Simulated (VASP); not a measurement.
Set up this calculation in VASP 6.6.1, as the native input.

```yaml
Task: electric field gradients
Functional: LDA
Potentials_or_basis: VASP PAW LDA potentials, release 64 (K_sv, Cl)
Cutoff: 520 eV
k_mesh: 7 × 7 × 7
Occupations: fermi-dirac, width 0.03 eV
Spin: no spin polarisation
Dipole_correction: no
Further_INCAR_settings: ALGO = Normal; EDIFF = 1e-08; NBANDS = 15
```

The structure of KCl lies in POSCAR:

```
KCl
1.0
   -0.0315610000      3.1403195000      3.1403195000
    3.1403195000     -0.0315610000      3.1403195000
    3.1403195000      3.1403195000     -0.0315610000
K Cl
1 1
Direct
    0.0000000000      0.0000000000      0.0000000000
    0.5000000000      0.5000000000      0.5000000000
```

This cell differs from its parent crystal: equal xy, yz and zx shear strains of -1 %.

These files were run (other wordings do the same):

INCAR

```
PREC = Accurate
ENCUT = 520
EDIFF = 1E-8
ISMEAR = -1
SIGMA = 0.03
LREAL = False
LASPH = True
NELM = 60
ALGO = Normal
ISIF = 2
LWAVE = False
LCHARG = False
LEFG = True
NBANDS = 15
```

KPOINTS

```
Automatic mesh
0
Gamma
  7 7 7
```

Potentials or basis: VASP PAW LDA potentials, release 64 (K_sv, Cl).

Launch:

```sh
$ cat potpaw_LDA.64/K_sv/POTCAR potpaw_LDA.64/Cl/POTCAR > POTCAR
$ mpirun -np 1 vasp_std > vasp.out
```

It gave:

```json
{
 "Pressure": "-2.0 GPa",
 "Band gap on the k mesh": "4.70 eV",
 "Largest electric field gradient by atom": "K +1.1; Cl -1.4 V/Å²"
}
```

Caveat: the cell differs from its parent crystal (equal xy, yz and zx shear strains of -1 %); without QUAD_EFG the Cq values of the log hold for a quadrupole moment of 1 mb, not for the nuclei; an odd mesh through Γ misses points on the zone boundary, where band edges can lie.

It took 57 s on 1 thread of Intel Xeon 8259CL, with other jobs on the host, peak memory 0.19 GiB.
